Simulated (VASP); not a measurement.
# BiTe (I4/mmm) in VASP: further runs

The runs below take BiTe through single point, with PBEsol.

Program: VASP 6.6.1. These are calculated values, not measurements. Logs are shortened: lines on timing, memory, paths and dates and some standing lists are left out, and cuts for length are marked.

### Step 1. The cell of the first run

The structure is tetragonal, space group I4/mmm (No. 139). Conventional cell: a = 4.392 Å, b = 4.392 Å, c = 6.470 Å, α = 90.00°, β = 90.00°, γ = 90.00°. Bi (site symmetry 4/mmm) has 6 Te at 3.11 to 3.23 Å within 4.1 Å. Within 4.1 Å of Te (site symmetry 4/mmm) lie 6 Bi at 3.11 to 3.23 Å.

### Step 2. Single point, PBEsol (strain -0.0400 x Voigt [1, 1, 0, 0, 0, 0])

File INCAR:

```
SYSTEM = BiTe
ALGO = Normal ; EDIFF = 1E-7
ENCUT = 520 ; GGA = PS
ISIF = 2 ; ISMEAR = 1
LASPH = .TRUE. ; LCHARG = .FALSE.
LREAL = .FALSE. ; LWAVE = .FALSE.
NBANDS = 18 ; NELM = 100
PREC = Accurate ; SIGMA = 0.1
```

File KPOINTS:

```
k-points
0
G
  14 14 14
  0 0 0
```

File POSCAR:

```
BiTe
1.0
    0.0000000000      3.1056000000      3.2350000000
    3.1056000000      0.0000000000      3.2350000000
    3.1056000000      3.1056000000      0.0000000000
Bi Te
1 1
Direct
    0.0000000000      0.0000000000      0.0000000000
    0.5000000000      0.5000000000      0.5000000000
```

Potentials or basis: VASP PAW PBE potentials, release 64 (Bi_d, Te).

Launch:

```console
$ cat potpaw_PBE.64/Bi_d/POTCAR potpaw_PBE.64/Te/POTCAR > POTCAR
$ mpirun -np 1 vasp_std > vasp.out
```

OUTCAR:

```text
SYSTEM = BiTe
   EDIFF = 1E-7
   ENCUT = 520
   GGA = PS
   ISIF = 2
   ISMEAR = 1
   LASPH = .TRUE.
   LREAL = .FALSE.
   NELM = 100
   PREC = Accurate

 ion  position               nearest neighbor table
   1  0.000  0.000  0.000-   2 3.11   2 3.11   2 3.11   2 3.11   2 3.23   2 3.23
   2  0.500  0.500  0.500-   1 3.11   1 3.11   1 3.11   1 3.11   1 3.23   1 3.23

  LATTYP: Found a body centered tetragonal cell.
 ALAT       =     4.3919816393
 C/A-ratio  =     1.4731391275

  Lattice vectors:

 A1 = (  -3.1056000000,   0.0000000000,   3.2350000000)
 A2 = (   3.1056000000,   0.0000000000,   3.2350000000)
 A3 = (   0.0000000000,   3.1056000000,  -3.2350000000)

Analysis of symmetry for initial positions (statically):
=====================================================================
 Subroutine PRICEL returns:
 Original cell was already a primitive cell.

 Routine SETGRP: Setting up the symmetry group for a
 body centered tetragonal supercell.

 Subroutine GETGRP returns: Found 16 space group operations
 (whereof 16 operations were pure point group operations)
 out of a pool of 16 trial point group operations.

The static configuration has the point symmetry D_4h.

Analysis of symmetry for dynamics (positions and initial velocities):
=====================================================================
 Subroutine PRICEL returns:
 Original cell was already a primitive cell.

 Routine SETGRP: Setting up the symmetry group for a
 body centered tetragonal supercell.

 Subroutine GETGRP returns: Found 16 space group operations
 (whereof 16 operations were pure point group operations)
 out of a pool of 16 trial point group operations.

The dynamic configuration has the point symmetry D_4h.

 Subroutine INISYM returns: Found 16 space group operations
 (whereof 16 operations are pure point group operations),
 and found     1 'primitive' translations

----------------------------------------------------------------------------------------

                                     Primitive cell

  volume of cell :      62.4015

  direct lattice vectors                    reciprocal lattice vectors
     0.000000000  3.105600000  3.235000000    -0.160999485  0.160999485  0.154559505
     3.105600000  0.000000000  3.235000000     0.160999485 -0.160999485  0.154559505
     3.105600000  3.105600000  0.000000000     0.160999485  0.160999485 -0.154559505

  length of vectors
     4.484414829  4.484414829  4.391981639     0.275191404  0.275191404  0.275191404

  position of ions in fractional coordinates (direct lattice)
     0.000000000  0.000000000  0.000000000
     0.500000000  0.500000000  0.500000000

  ion indices of the primitive-cell ions
   primitive index   ion index
                 1           1
                 2           2

----------------------------------------------------------------------------------------

 KPOINTS: k-points

Automatic generation of k-mesh.
 Grid dimensions read from file:
 generate k-points for:   14   14   14

 Generating k-lattice:

  Cartesian coordinates                     Fractional coordinates (reciprocal lattice)
    -0.011499963  0.011499963  0.011039965     0.071428571  0.000000000  0.000000000
     0.011499963 -0.011499963  0.011039965     0.000000000  0.071428571  0.000000000
     0.011499963  0.011499963 -0.011039965     0.000000000  0.000000000  0.071428571

  Length of vectors
     0.019656529  0.019656529  0.019656529

  Shift w.r.t. Gamma in fractional coordinates (k-lattice)
     0.000000000  0.000000000  0.000000000

 Subroutine IBZKPT returns following result:
 ===========================================

 Found    244 irreducible k-points:

 Following reciprocal coordinates:
            Coordinates               Weight
  0.000000  0.000000  0.000000      1.000000
  0.071429  0.000000  0.000000      8.000000
  0.142857  0.000000  0.000000      8.000000
  0.214286  0.000000  0.000000      8.000000
  0.285714  0.000000  0.000000      8.000000
  0.357143 -0.000000  0.000000      8.000000
[... 16 lines left out ...]
  0.214286  0.142857  0.000000      8.000000
  0.285714  0.142857  0.000000      8.000000
 [... further k-points ...]
   k-points           NKPTS =    244   k-points in BZ     NKDIM =    244   number of bands    NBANDS=     18
   number of dos      NEDOS =    301   number of ions     NIONS =      2
   total plane-waves  NPLWV =  46656
   dimension x,y,z NGX =    36 NGY =   36 NGZ =   36
   dimension x,y,z NGXF=    72 NGYF=   72 NGZF=   72
   ions per type =               1   1
   NGX,Y,Z   is equivalent  to a cutoff of  13.35, 13.35, 13.63 a.u.
   NGXF,Y,Z  is equivalent  to a cutoff of  26.69, 26.69, 27.25 a.u.
 SYSTEM =  BiTe
   PREC   = accura    normal or accurate (medium, high low for compatibility)
   ISTART =      0    job   : 0-new  1-cont  2-samecut
   ICHARG =      2    charge: 1-file 2-atom 10-const
   ISPIN  =      1    spin polarized calculation?
   LNONCOLLINEAR =      F non collinear calculations
   LSORBIT =      F    spin-orbit coupling
   LASPH  =      T    aspherical Exc in radial PAW
   ENCUT  =  520.0 eV  38.22 Ry    6.18 a.u.   8.34  8.34  8.17*2*pi/ulx,y,z
   NELM   =    100;   NELMIN=  2; NELMDL= -5     # of ELM steps
   EDIFF  = 0.1E-06   stopping-criterion for ELM
   LREAL  =      F    real-space projection
   EDIFFG = 0.1E-05   stopping-criterion for IOM
   NSW    =      0    number of steps for IOM
   IBRION =     -1    ionic relax: 0-MD 1-quasi-New 2-CG
   NFREE  =      0    steps in history (QN), initial steepest desc. (CG)
   ISIF   =      2    stress and relaxation
   ISYM   =      2    0-nonsym 1-usesym 2-fastsym
   POTIM  = 0.5000    time-step for ionic-motion
   TEBEG  =    0.0;   TEEND  =   0.0 temperature during run
   PSTRESS=    0.0 pullay stress
   NELECT =      21.0000    total number of electrons
   NUPDOWN=      -1.0000    fix difference up-down
   EMIN   =  10.00;   EMAX   =-10.00  energy-range for DOS
   EFERMI =   0.00;   METHOD = LEGACY
   ISMEAR =     1;   SIGMA  =   0.10  broadening in eV -4-tet -1-fermi 0-gaus
   EFERMI_NEDOS =   21; number of points for ismear=-14 and -15
   IALGO  =     38    algorithm
   IMIX   =      4    mixing-type and parameters
     AMIX     =   0.40;   BMIX     =  1.00
     AMIX_MAG =   1.60;   BMIX_MAG =  1.00
  volume/ion in A,a.u.               =      31.20       210.55
  Fermi-wavevector in a.u.,A,eV,Ry     =   1.138718  2.151865 17.642382  1.296679
  Thomas-Fermi vector in A             =   2.275422
   LORBIT       =      0    0 simple, 1 ext, 2 COOP (PROOUT), +10 PAW based schemes
   GGA     = PS    functional components
   LHFCALC =     F    Hartree Fock is set to
   AEXX    =    0.0000 exact exchange contribution
   IVDW    =     0    specifies the selected vdW correction
   LEPSILON=     F    determine dielectric tensor
   LRPA    =     F    only Hartree local field effects (RPA)
 non-spin polarized calculation
 Methfessel and Paxton  Order N= 1 SIGMA  =   0.10
  energy-cutoff  :      520.00
  volume of cell :       62.40
 maximum number of plane-waves:      1721
 NGX is ok and might be reduce to    36
   NGX = 17   NGY = 17   NGZ = 17

 number of electron      21.0000001 magnetization

 Free energy of the ion-electron system (eV)
  ---------------------------------------------------
  ext. energy  EPLUGINS =         0.00000000
  ---------------------------------------------------
  free energy    TOTEN  =        -7.93909287 eV

  energy without entropy =       -7.93943963  energy(sigma->0) =       -7.93920846

 E-fermi :   7.4996     XC(G=0):  -9.9576

 val. band max:        7.4992890757   @ k =  -0.2143   0.2143   0.0714
 cond. band min:       7.5077878524   @ k =  -0.3571   0.2143   0.1429
 fundamental gap:      0.0084987767
 Fermi energy:         7.4995521861

 k-point     1 :       0.0000    0.0000    0.0000
  band No.  band energies     occupation
      1     -15.6112      2.00000
      2     -15.6005      2.00000
      3     -15.5777      2.00000
      4     -15.5748      2.00000
      5     -15.5748      2.00000
      6      -6.6323      2.00000
[... 10 lines left out ...]
     17      13.4015      0.00000
     18      13.7375      0.00000

 k-point     2 :       0.0714    0.0000    0.0000
  band No.  band energies     occupation
      1     -15.6116      2.00000
      2     -15.6001      2.00000
      3     -15.5778      2.00000
      4     -15.5746      2.00000
      5     -15.5744      2.00000
      6      -6.5815      2.00000
[... 10 lines left out ...]
     17      13.7070      0.00000
     18      14.1720      0.00000

 k-point     3 :       0.1429    0.0000    0.0000
  band No.  band energies     occupation
      1     -15.6126      2.00000
      2     -15.5990      2.00000
      3     -15.5782      2.00000
      4     -15.5740      2.00000
      5     -15.5734      2.00000
      6      -6.4298      2.00000
[... 10 lines left out ...]
     17      14.4792      0.00000
     18      15.1795      0.00000

 k-point     4 :       0.2143    0.0000    0.0000
  band No.  band energies     occupation
      1     -15.6142      2.00000
      2     -15.5978      2.00000
      3     -15.5787      2.00000
      4     -15.5730      2.00000
      5     -15.5718      2.00000
      6      -6.1788      2.00000
[... 10 lines left out ...]
     17      15.5065      0.00000
     18      16.4776      0.00000

 k-point     5 :       0.2857    0.0000    0.0000
  band No.  band energies     occupation
      1     -15.6160      2.00000
      2     -15.5967      2.00000
      3     -15.5793      2.00000
      4     -15.5717      2.00000
      5     -15.5701      2.00000
      6      -5.8318      2.00000
[... 10 lines left out ...]
     17      16.6104      0.00000
     18      17.7975      0.00000

 k-point     6 :       0.3571   -0.0000    0.0000
  band No.  band energies     occupation
      1     -15.6177      2.00000
      2     -15.5960      2.00000
      3     -15.5795      2.00000
      4     -15.5704      2.00000
      5     -15.5685      2.00000
      6      -5.3949      2.00000
[... 10 lines left out ...]
     17      17.1480      0.00000
     18      18.5277      0.00000

 k-point     7 :       0.4286    0.0000    0.0000
  band No.  band energies     occupation
      1     -15.6189      2.00000
      2     -15.5958      2.00000
      3     -15.5797      2.00000
      4     -15.5694      2.00000
      5     -15.5673      2.00000
      6      -4.8812      2.00000
[... 10 lines left out ...]
     17      16.3717      0.00000
     18      17.5235      0.00000

 k-point     8 :       0.5000    0.0000    0.0000
  band No.  band energies     occupation
      1     -15.6193      2.00000
      2     -15.5958      2.00000
      3     -15.5797      2.00000
      4     -15.5690      2.00000
      5     -15.5669      2.00000
      6      -4.4378      2.00000
[... 10 lines left out ...]
     17      15.9197      0.00000
     18      16.8132      0.00000
[... 229 lines left out ...]
     17      14.8475      0.00000
     18      17.2147      0.00000

 k-point    20 :      -0.1429    0.0714    0.0000
  band No.  band energies     occupation
      1     -15.6145      2.00000
      2     -15.5974      2.00000
      3     -15.5770      2.00000
      4     -15.5745      2.00000
      5     -15.5730      2.00000
      6      -6.2985      2.00000
[... 10 lines left out ...]
     17      13.9785      0.00000
     18      15.8704      0.00000

 k-point    21 :      -0.0714    0.0714    0.0000
  band No.  band energies     occupation
      1     -15.6128      2.00000
      2     -15.5988      2.00000
      3     -15.5772      2.00000
      4     -15.5748      2.00000
      5     -15.5740      2.00000
      6      -6.4901      2.00000
[... 10 lines left out ...]
     17      13.5543      0.00000
     18      14.8093      0.00000

 k-point    22 :       0.1429    0.1429    0.0000
  band No.  band energies     occupation
      1     -15.6102      2.00000
      2     -15.6013      2.00000
      3     -15.5811      2.00000
      4     -15.5722      2.00000
      5     -15.5722      2.00000
      6      -6.3937      2.00000
[... 10 lines left out ...]
     17      14.6966      0.00000
     18      14.7331      0.00000

 k-point    23 :       0.2143    0.1429    0.0000
  band No.  band energies     occupation
      1     -15.6101      2.00000
      2     -15.6013      2.00000
      3     -15.5827      2.00000
      4     -15.5710      2.00000
      5     -15.5708      2.00000
      6      -6.2281      2.00000
[... 10 lines left out ...]
     17      15.1528      0.00000
     18      15.1589      0.00000

 k-point    24 :       0.2857    0.1429    0.0000
  band No.  band energies     occupation
      1     -15.6111      2.00000
      2     -15.6005      2.00000
      3     -15.5840      2.00000
      4     -15.5698      2.00000
      5     -15.5691      2.00000
      6      -5.9679      2.00000
[... 10 lines left out ...]
     17      16.0455      0.00000
     18      16.0611      0.00000

 [... further k-points ...]

------------------------ aborting loop because EDIFF is reached ----------------------------------------

  FORCE on cell =-STRESS in cart. coord.  units (eV):
  Direction    XX          YY          ZZ          XY          YZ          ZX
  --------------------------------------------------------------------------------------
  -------------------------------------------------------------------------------------
  Total        1.7414275      1.7414275      0.0048513      0.0000000     -0.0000000      0.0000000
  in kB       44.7116477     44.7116477      0.1245596      0.0000000     -0.0000000      0.0000000
  external PRESSURE =      29.8492850 kB  Pullay stress =       0.0000000 kB

 VOLUME and BASIS-vectors are now :
 -----------------------------------------------------------------------------
  energy-cutoff  :      520.00
  volume of cell :       62.40
      direct lattice vectors                 reciprocal lattice vectors
     0.000000000  3.105600000  3.235000000    -0.160999485  0.160999485  0.154559505
     3.105600000  0.000000000  3.235000000     0.160999485 -0.160999485  0.154559505
     3.105600000  3.105600000  0.000000000     0.160999485  0.160999485 -0.154559505

 POSITION                                       TOTAL-FORCE (eV/Angst)
 -----------------------------------------------------------------------------------
      0.00000      0.00000      0.00000        -0.000000     -0.000000      0.000000
      3.10560      3.10560      3.23500         0.000000      0.000000      0.000000
 -----------------------------------------------------------------------------------
    total drift:                               -0.000000      0.000000      0.000000

  FREE ENERGIE OF THE ION-ELECTRON SYSTEM (eV)
  ---------------------------------------------------
  free  energy   TOTEN  =        -7.9390928689 eV

  energy  without entropy=       -7.9394396277  energy(sigma->0) =       -7.93920846
```

It took 4.2 min on 1 thread of Intel Xeon Platinum 8488C (Sapphire Rapids), shared host; peak memory 0.41 GiB.

Results:

```yaml
Free_energy: -7.9391 eV
Pressure: 3.0 GPa
```

Stress tensor (GPa, compression positive):
```
4.47 0.00 0.00
0.00 4.47 0.00
0.00 0.00 0.01
```

Caveat: the cell differs from its parent crystal (strain -0.0400 x Voigt [1, 1, 0, 0, 0, 0]); the PAW data sets were made with another functional, which shifts forces and pressure a little; spin-orbit coupling is left out, which moves the levels of the heavy elements.

### Step 3. Single point, PBEsol (strain -0.0300 x Voigt [1, 1, 0, 0, 0, 0])

File INCAR:

```
ALGO = Normal
EDIFF = 1E-6
ENCUT = 520
GGA = PS
ISIF = 2
ISMEAR = 1
LASPH = T
LCHARG = F
LREAL = F
LWAVE = F
NBANDS = 18
NELM = 100
PREC = Accurate
SIGMA = 0.1
```

File KPOINTS:

```
k-points
0
Gamma
  14 14 14
```

File POSCAR:

```
BiTe
1.0
    0.0000000000      3.1379500000      3.2350000000
    3.1379500000      0.0000000000      3.2350000000
    3.1379500000      3.1379500000      0.0000000000
Bi Te
1 1
Direct
    0.0000000000      0.0000000000      0.0000000000
    0.5000000000      0.5000000000      0.5000000000
```

Potentials or basis: VASP PAW PBE potentials, release 64 (Bi_d, Te).

Launch:

```console
$ cat potpaw_PBE.64/Bi_d/POTCAR potpaw_PBE.64/Te/POTCAR > POTCAR
$ mpirun -np 1 vasp_std > vasp.out
```

Wall time 3.6 min (1 thread of Intel Xeon Platinum 8488C (Sapphire Rapids), shared host); peak memory 0.41 GiB.

It converged, with:

```yaml
Free_energy: -7.9678 eV
Pressure: 1.6 GPa
```

Stress tensor (GPa, compression positive):
```
 2.52  0.00  0.00
 0.00  2.52  0.00
 0.00  0.00 -0.37
```

Levels at points of the mesh, in eV from the Fermi level:
```
           k point  band 6  band 7  band 8  band 9  band 10  band 11  band 12  band 13  band 14  band 15
(0.00, 0.00, 0.00)  -13.97   -7.89   -2.83   -2.83    -2.41     1.81     2.54     2.54     4.39     4.64
(0.50, 0.00, 0.00)  -11.84  -11.48   -2.07   -1.99    -1.55    -0.93    -0.70    -0.68     7.39     7.89
(0.50, 0.50, 0.00)  -12.23   -9.72   -6.02   -4.27    -4.27     2.00     3.97     3.97     5.12     8.90
(0.50, 0.00, 0.50)  -11.89  -10.08   -6.13   -4.52    -4.11     1.94     3.48     4.25     5.59     8.75
```

Caveat: the cell differs from its parent crystal (strain -0.0300 x Voigt [1, 1, 0, 0, 0, 0]); the PAW data sets were made with another functional, which shifts forces and pressure a little; spin-orbit coupling is left out, which moves the levels of the heavy elements.
